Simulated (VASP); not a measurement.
Runs of VASP 6.6.1 on CaO. The structure is that of space group Fm-3m (No. 225), or close to it. The cells are those of the table. 

```tsv
level	cell	smearing	gap on the mesh (eV)	pressure (GPa)
r2SCAN	a = 3.391, b = 3.391, c = 3.382 Å, angles 60.1, 60.1, 60.2°, 2 atoms	gaussian 0.01 eV	(c)	1.0
PBE	a = 3.445, b = 3.445, c = 3.498 Å, angles 59.5, 59.5, 61.0°, 2 atoms	fermi-dirac 0.02 eV	(a)	-3.2
PBE	a = 3.391, b = 3.391, c = 3.382 Å, angles 60.1, 60.1, 60.2°, 2 atoms	fermi-dirac 0.02 eV	3.62	3.1
r2SCAN	a = 3.445, b = 3.445, c = 3.498 Å, angles 59.5, 59.5, 61.0°, 2 atoms	gaussian 0.01 eV	(b)	-5.4
```

Alike in all rows: task single point; potentials or basis VASP PAW PBE potentials, release 64 (Ca_sv, O); no spin polarisation; k mesh 10 × 10 × 10; cutoff (eV) 520.

Estimate the missing entries.

(a) 3.54; (b) 4.08; (c) 4.18.

Caveats: the PAW data sets were made with another functional, which shifts forces and pressure a little (at least some runs); the cell stands under tension (at least some runs); the cell stands under pressure (at least some runs).

A k mesh can miss the band edges.
